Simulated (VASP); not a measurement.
# CdS (P6_3mc) in VASP: further runs

The runs below take CdS through single point, relaxation of cell and atoms, with RPBE+D3(BJ), BLYP+D4, RPBE+D4, PBEsol, B3LYP.

Everything below comes from runs of VASP 6.6.1. Logs are shortened: lines on timing, memory, paths and dates and some standing lists are left out, and cuts for length are marked.

## Step 1: The cell of the first run

It takes space group P6_3mc (No. 186, hexagonal). The conventional cell has a = 4.231 Å, b = 4.231 Å, c = 6.869 Å, α = 90.00°, β = 90.00°, γ = 120.00°. Cd (site symmetry 3m) has 4 S at 2.58 to 2.59 Å within 3.4 Å. S (site symmetry 3m) has 4 Cd at 2.58 to 2.59 Å within 3.4 Å.

## Step 2: Single point, RPBE+D3(BJ)

File INCAR:

```
SYSTEM = CdS
ALGO = Normal
EDIFF = 1E-6
ENCUT = 520
GGA = RP
ISIF = 2
ISMEAR = -1
IVDW = 12
LASPH = .True.
LCHARG = .False.
LREAL = .False.
LWAVE = .False.
NBANDS = 26
NELM = 80
PREC = Accurate
SIGMA = 0.05
```

File KPOINTS:

```
k-points
0
Gamma
  7 7 4
  0 0 0
```

File POSCAR:

```
CdS
1.0
    4.2313932131      0.0000000000      0.0000000000
   -2.1156966065      3.6644940159      0.0000000000
    0.0000000000      0.0000000000      6.8691315847
Cd S
2 2
Direct
    0.6666666667      0.3333333333      0.5000000000
    0.3333333333      0.6666666667      0.0000000000
    0.6666666667      0.3333333333      0.8750000000
    0.3333333333      0.6666666667      0.3750000000
```

Potentials or basis: VASP PAW PBE potentials, release 64 (Cd, S).

Run with:

```sh
cat potpaw_PBE.64/Cd/POTCAR potpaw_PBE.64/S/POTCAR > POTCAR
mpirun -np 1 vasp_std > vasp.out
```

OUTCAR:

```text
SYSTEM = CdS
   EDIFF = 1E-6
   ENCUT = 520
   GGA = RP
   ISIF = 2
   ISMEAR = -1
   IVDW = 12
   LASPH = .True.
   LREAL = .False.
   NELM = 80
   PREC = Accurate
 IVDW          = 12

 ion  position               nearest neighbor table
   1  0.667  0.333  0.500-   3 2.58   4 2.59   4 2.59   4 2.59
   2  0.333  0.667  0.000-   4 2.58   3 2.59   3 2.59   3 2.59
   3  0.667  0.333  0.875-   1 2.58   2 2.59   2 2.59   2 2.59
   4  0.333  0.667  0.375-   2 2.58   1 2.59   1 2.59   1 2.59

  LATTYP: Found a hexagonal cell.
 ALAT       =     4.2313932131
 C/A-ratio  =     1.6233734940

  Lattice vectors:

 A1 = (   4.2313932131,   0.0000000000,   0.0000000000)
 A2 = (  -2.1156966065,   3.6644940159,   0.0000000000)
 A3 = (   0.0000000000,   0.0000000000,   6.8691315847)

Analysis of symmetry for initial positions (statically):
=====================================================================
 Subroutine PRICEL returns:
 Original cell was already a primitive cell.

 Routine SETGRP: Setting up the symmetry group for a
 hexagonal supercell.

 Subroutine GETGRP returns: Found 12 space group operations
 (whereof  6 operations were pure point group operations)
 out of a pool of 24 trial point group operations.

The static configuration has the point symmetry C_3v.
 The point group associated with its full space group is C_6v.

Analysis of symmetry for dynamics (positions and initial velocities):
=====================================================================
 Subroutine PRICEL returns:
 Original cell was already a primitive cell.

 Routine SETGRP: Setting up the symmetry group for a
 hexagonal supercell.

 Subroutine GETGRP returns: Found 12 space group operations
 (whereof  6 operations were pure point group operations)
 out of a pool of 24 trial point group operations.

The dynamic configuration has the point symmetry C_3v.
 The point group associated with its full space group is C_6v.

 Subroutine INISYM returns: Found 12 space group operations
 (whereof  6 operations are pure point group operations),
 and found     1 'primitive' translations

----------------------------------------------------------------------------------------

                                     Primitive cell

  volume of cell :     106.5122

  direct lattice vectors                    reciprocal lattice vectors
     4.231393213  0.000000000  0.000000000     0.236328781  0.136444485  0.000000000
    -2.115696606  3.664494016  0.000000000     0.000000000  0.272888971  0.000000000
     0.000000000  0.000000000  6.869131585     0.000000000  0.000000000  0.145578810

  length of vectors
     4.231393213  4.231393213  6.869131585     0.272888971  0.272888971  0.145578810

  position of ions in fractional coordinates (direct lattice)
     0.666666667  0.333333333  0.500000000
     0.333333333  0.666666667  0.000000000
     0.666666667  0.333333333  0.875000000
     0.333333333  0.666666667  0.375000000

  ion indices of the primitive-cell ions
   primitive index   ion index
                 1           1
                 2           2
                 3           3
                 4           4

----------------------------------------------------------------------------------------

 KPOINTS: k-points

Automatic generation of k-mesh.
 Grid dimensions read from file:
 generate k-points for:    7    7    4

 Generating k-lattice:

  Cartesian coordinates                     Fractional coordinates (reciprocal lattice)
     0.033761254  0.019492069  0.000000000     0.142857143  0.000000000  0.000000000
     0.000000000  0.038984139  0.000000000     0.000000000  0.142857143  0.000000000
     0.000000000  0.000000000  0.036394702     0.000000000  0.000000000  0.250000000

  Length of vectors
     0.038984139  0.038984139  0.036394702

  Shift w.r.t. Gamma in fractional coordinates (k-lattice)
     0.000000000  0.000000000  0.000000000

 Subroutine IBZKPT returns following result:
 ===========================================

 Found     24 irreducible k-points:

 Following reciprocal coordinates:
            Coordinates               Weight
  0.000000  0.000000  0.000000      1.000000
  0.142857  0.000000  0.000000      6.000000
  0.285714  0.000000  0.000000      6.000000
  0.428571 -0.000000  0.000000      6.000000
  0.142857  0.142857  0.000000      6.000000
  0.285714  0.142857  0.000000     12.000000
[... 16 lines left out ...]
  0.428571  0.142857  0.500000      6.000000
  0.285714  0.285714  0.500000      6.000000
   k-points           NKPTS =     24   k-points in BZ     NKDIM =     24   number of bands    NBANDS=     26
   number of dos      NEDOS =    301   number of ions     NIONS =      4
   total plane-waves  NPLWV =  55296
   dimension x,y,z NGX =    32 NGY =   32 NGZ =   54
   dimension x,y,z NGXF=    64 NGYF=   64 NGZF=  108
   ions per type =               2   2
   NGX,Y,Z   is equivalent  to a cutoff of  12.57, 12.57, 13.07 a.u.
   NGXF,Y,Z  is equivalent  to a cutoff of  25.14, 25.14, 26.14 a.u.
 SYSTEM =  CdS
   PREC   = accura    normal or accurate (medium, high low for compatibility)
   ISTART =      0    job   : 0-new  1-cont  2-samecut
   ICHARG =      2    charge: 1-file 2-atom 10-const
   ISPIN  =      1    spin polarized calculation?
   LNONCOLLINEAR =      F non collinear calculations
   LSORBIT =      F    spin-orbit coupling
   LASPH  =      T    aspherical Exc in radial PAW
   ENCUT  =  520.0 eV  38.22 Ry    6.18 a.u.   7.87  7.87 12.77*2*pi/ulx,y,z
   NELM   =     80;   NELMIN=  2; NELMDL= -5     # of ELM steps
   EDIFF  = 0.1E-05   stopping-criterion for ELM
   LREAL  =      F    real-space projection
   EDIFFG = 0.1E-04   stopping-criterion for IOM
   NSW    =      0    number of steps for IOM
   IBRION =     -1    ionic relax: 0-MD 1-quasi-New 2-CG
   NFREE  =      0    steps in history (QN), initial steepest desc. (CG)
   ISIF   =      2    stress and relaxation
   ISYM   =      2    0-nonsym 1-usesym 2-fastsym
   POTIM  = 0.5000    time-step for ionic-motion
   TEBEG  =    0.0;   TEEND  =   0.0 temperature during run
   PSTRESS=    0.0 pullay stress
   NELECT =      36.0000    total number of electrons
   NUPDOWN=      -1.0000    fix difference up-down
   EMIN   =  10.00;   EMAX   =-10.00  energy-range for DOS
   EFERMI =   0.00;   METHOD = LEGACY
   ISMEAR =    -1;   SIGMA  =   0.05  broadening in eV -4-tet -1-fermi 0-gaus
   EFERMI_NEDOS =   21; number of points for ismear=-14 and -15
   IALGO  =     38    algorithm
   IMIX   =      4    mixing-type and parameters
     AMIX     =   0.40;   BMIX     =  1.00
     AMIX_MAG =   1.60;   BMIX_MAG =  1.00
  volume/ion in A,a.u.               =      26.63       179.69
  Fermi-wavevector in a.u.,A,eV,Ry     =   1.140362  2.154971 17.693351  1.300425
  Thomas-Fermi vector in A             =   2.277064
   LORBIT       =      0    0 simple, 1 ext, 2 COOP (PROOUT), +10 PAW based schemes
   GGA     = RP    functional components
   LHFCALC =     F    Hartree Fock is set to
   AEXX    =    0.0000 exact exchange contribution
   IVDW    =    12    specifies the selected vdW correction
   LEPSILON=     F    determine dielectric tensor
   LRPA    =     F    only Hartree local field effects (RPA)
 non-spin polarized calculation
  energy-cutoff  :      520.00
  volume of cell :      106.51
 maximum number of plane-waves:      2888
 NGX is ok and might be reduce to    32
   NGX = 15   NGY = 15   NGZ = 25

 number of electron      35.9999999 magnetization

 Free energy of the ion-electron system (eV)
  ---------------------------------------------------
  ext. energy  EPLUGINS =         0.00000000
  ---------------------------------------------------
  free energy    TOTEN  =       -11.05098191 eV

  energy without entropy =      -11.05098179  energy(sigma->0) =      -11.05098185

 E-fermi :   1.5132     XC(G=0):  -8.5545

 val. band max:        0.8584029589   @ k =   0.0000   0.0000   0.0000
 cond. band min:       2.0998955687   @ k =   0.0000   0.0000   0.0000
 fundamental gap:      1.2414926098
 Fermi energy:         1.5131618069

 k-point     1 :       0.0000    0.0000    0.0000
  band No.  band energies     occupation
      1     -11.0829      2.00000
      2     -10.7205      2.00000
      3      -6.6380      2.00000
      4      -6.6198      2.00000
      5      -6.6198      2.00000
      6      -6.5475      2.00000
[... 18 lines left out ...]
     25       8.4624      0.00000
     26       8.5673      0.00000

 k-point     2 :       0.1429    0.0000    0.0000
  band No.  band energies     occupation
      1     -11.0238      2.00000
      2     -10.6952      2.00000
      3      -6.6165      2.00000
      4      -6.5970      2.00000
      5      -6.5700      2.00000
      6      -6.5188      2.00000
[... 18 lines left out ...]
     25       8.4376      0.00000
     26       8.8595      0.00000

 k-point     3 :       0.2857    0.0000    0.0000
  band No.  band energies     occupation
      1     -10.8837      2.00000
      2     -10.6451      2.00000
      3      -6.5735      2.00000
      4      -6.5551      2.00000
      5      -6.4658      2.00000
      6      -6.4410      2.00000
[... 18 lines left out ...]
     25       9.1257      0.00000
     26       9.3572      0.00000

 k-point     4 :       0.4286   -0.0000    0.0000
  band No.  band energies     occupation
      1     -10.7557      2.00000
      2     -10.6203      2.00000
      3      -6.5493      2.00000
      4      -6.5334      2.00000
      5      -6.3969      2.00000
      6      -6.3848      2.00000
[... 18 lines left out ...]
     25       9.3593      0.00000
     26      10.4980      0.00000

 k-point     5 :       0.1429    0.1429    0.0000
  band No.  band energies     occupation
      1     -10.9240      2.00000
      2     -10.6578      2.00000
      3      -6.5791      2.00000
      4      -6.5700      2.00000
      5      -6.4842      2.00000
      6      -6.4780      2.00000
[... 18 lines left out ...]
     25       8.8523      0.00000
     26       9.3381      0.00000

 k-point     6 :       0.2857    0.1429    0.0000
  band No.  band energies     occupation
      1     -10.7873      2.00000
      2     -10.6236      2.00000
      3      -6.5534      2.00000
      4      -6.5322      2.00000
      5      -6.4204      2.00000
      6      -6.4061      2.00000
[... 427 lines left out ...]
 k-point    21 :       0.1429    0.1429    0.5000
  band No.  band energies     occupation
      1     -10.7846      2.00000
      2     -10.7846      2.00000
      3      -6.5315      2.00000
      4      -6.5315      2.00000
      5      -6.5135      2.00000
      6      -6.5135      2.00000
[... 18 lines left out ...]
     25       8.7249      0.00000
     26       8.7249      0.00000

 k-point    22 :       0.2857    0.1429    0.5000
  band No.  band energies     occupation
      1     -10.6976      2.00000
      2     -10.6976      2.00000
      3      -6.5061      2.00000
      4      -6.5061      2.00000
      5      -6.4676      2.00000
      6      -6.4676      2.00000
[... 18 lines left out ...]
     25       9.1009      0.00000
     26       9.1009      0.00000

 k-point    23 :       0.4286    0.1429    0.5000
  band No.  band energies     occupation
      1     -10.6592      2.00000
      2     -10.6592      2.00000
      3      -6.5000      2.00000
      4      -6.5000      2.00000
      5      -6.4534      2.00000
      6      -6.4534      2.00000
[... 18 lines left out ...]
     25       9.5509      0.00000
     26       9.5509      0.00000

 k-point    24 :       0.2857    0.2857    0.5000
  band No.  band energies     occupation
      1     -10.6504      2.00000
      2     -10.6504      2.00000
      3      -6.4821      2.00000
      4      -6.4821      2.00000
      5      -6.4555      2.00000
      6      -6.4555      2.00000
[... 18 lines left out ...]
     25       9.5960      0.00000
     26       9.5960      0.00000

------------------------ aborting loop because EDIFF is reached ----------------------------------------

 Edisp (eV)   -4.29039

 E8    (eV) :    -2.5482

  FORCE on cell =-STRESS in cart. coord.  units (eV):
  Direction    XX          YY          ZZ          XY          YZ          ZX
  --------------------------------------------------------------------------------------
  -------------------------------------------------------------------------------------
  Total      -4.44638    -4.44638    -4.25850    -0.00000     0.00000     0.00000
  in kB     -66.88331   -66.88331   -64.05724    -0.00000     0.00000     0.00000
  external pressure =      -65.94 kB  Pullay stress =        0.00 kB

 VOLUME and BASIS-vectors are now :
 -----------------------------------------------------------------------------
  energy-cutoff  :      520.00
  volume of cell :      106.51
      direct lattice vectors                 reciprocal lattice vectors
     4.231393213  0.000000000  0.000000000     0.236328781  0.136444485  0.000000000
    -2.115696606  3.664494016  0.000000000     0.000000000  0.272888971  0.000000000
     0.000000000  0.000000000  6.869131585     0.000000000  0.000000000  0.145578810

 POSITION                                       TOTAL-FORCE (eV/Angst)
 -----------------------------------------------------------------------------------
      2.11570      1.22150      3.43457        -0.000000      0.000000     -0.075659
     -0.00000      2.44300      0.00000         0.000000      0.000000     -0.075659
      2.11570      1.22150      6.01049        -0.000000      0.000000      0.075659
     -0.00000      2.44300      2.57592         0.000000     -0.000000      0.075659
 -----------------------------------------------------------------------------------
    total drift:                               -0.000000     -0.000000      0.000430

  FREE ENERGIE OF THE ION-ELECTRON SYSTEM (eV)
  ---------------------------------------------------
  free  energy   TOTEN  =       -15.3413690139 eV

  energy  without entropy=      -15.3413689000  energy(sigma->0) =      -15.34136896
```

Run time: 49 s. Hardware: 1 thread of Intel Xeon Platinum 8259CL at 2.50GHz (Skylake/Cascade Lake), shared host; peak memory 0.25 GiB.

What came out:

```yaml
Free_energy: -15.3414 eV
Pressure: -6.6 GPa
Largest_force: 0.076 eV/Å
Band_gap_on_the_k_mesh: 1.24 eV
Dispersion_energy_per_atom: -1.073 eV
```

Forces on the atoms (eV/Å):
```
Cd   0.000  0.000 -0.076
Cd   0.000  0.000 -0.076
S    0.000  0.000  0.076
S    0.000  0.000  0.076
```

Caveat: the cell stands under tension; the dispersion term is far too large for a dense solid, which distorts pressure and volume; the PAW data sets were made with another functional, which shifts forces and pressure a little.

(Part 1 of 3 ends here.)
